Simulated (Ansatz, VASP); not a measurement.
## Two plane-wave programs on AlNi

Contents of INCAR:

```
SYSTEM = AlNi
PREC = Accurate ; ENCUT = 520
EDIFF = 1E-6 ; ISMEAR = 0
SIGMA = 0.15 ; LREAL = .False.
LASPH = .True. ; NELM = 100
ALGO = Fast ; ISIF = 2
LWAVE = .False. ; LCHARG = .False.
GGA = PE ; NBANDS = 14
```

The input KPOINTS:

```
Automatic mesh
0
Gamma
  20 20 20
  0 0 0
```

The input POSCAR:

```
AlNi
1.0
    2.0428069416     -2.0428126723      0.0000000000
    2.0428069416      2.0428126723      0.0000000000
    0.0000000000      0.0000000000      2.9011416498
Al Ni
1 1
Direct
    0.0000000000      0.0000000000      0.0000000000
    0.5000000000      0.5000000000      0.5000000000
```

Input for Ansatz:

```yaml
crystal:
  lattice:
    - [2.0428069416, -2.0428126723, 0.0]
    - [2.0428069416, 2.0428126723, 0.0]
    - [0.0, 0.0, 2.9011416498]
  atoms:
    - { symbol: Al, position: [0.0, 0.0, 0.0] }
    - { symbol: Ni, position: [0.5, 0.5, 0.5] }
basis:
  ecutwfc: 420
kpoints:
  mp_grid: { grid: [20, 20, 20] }
hamiltonian:
  xc: pbe
scf:
  occupations: { method: gaussian, width: 0.15 }
output:
  forces: true
  stress: true
  eigenvalues: true
  write_density: true
  write_potential: true
  elf: true
  volumetric_format: npy
```

Alike in both runs: task single point; functional PBE; k mesh 20 × 20 × 20; occupations gaussian, width 0.15 eV; no spin polarisation.

|  | VASP | Ansatz |
| --- | --- | --- |
| version | VASP 6.6.1 | Ansatz 0.2.0 |
| potentials or method | VASP PAW PBE potentials, release 64 (Al, Ni), cutoff 520 eV | scalar-relativistic, plane waves, PAW |
| valence electrons in the cell | 13 | 21 |

VASP gave:

```
gap on the k mesh at the Fermi level (eV)                     : none
pressure (GPa)                                                : -0.1
traceless stress, the component that is largest in VASP (GPa) : -0.20
```

Q: What did Ansatz give for the same quantities?

A: gap on the k mesh at the Fermi level (eV): none; pressure (GPa): 0.0; traceless stress, the component that is largest in VASP (GPa): -0.20.

A gap of «none» marks a metal or a gap that the smearing closes. VASP's potentials hold 13 valence electrons a cell and Ansatz's 21, so a difference there can come from the potentials and not from the codes. Ansatz's warnings: structure snapped to symmetry.
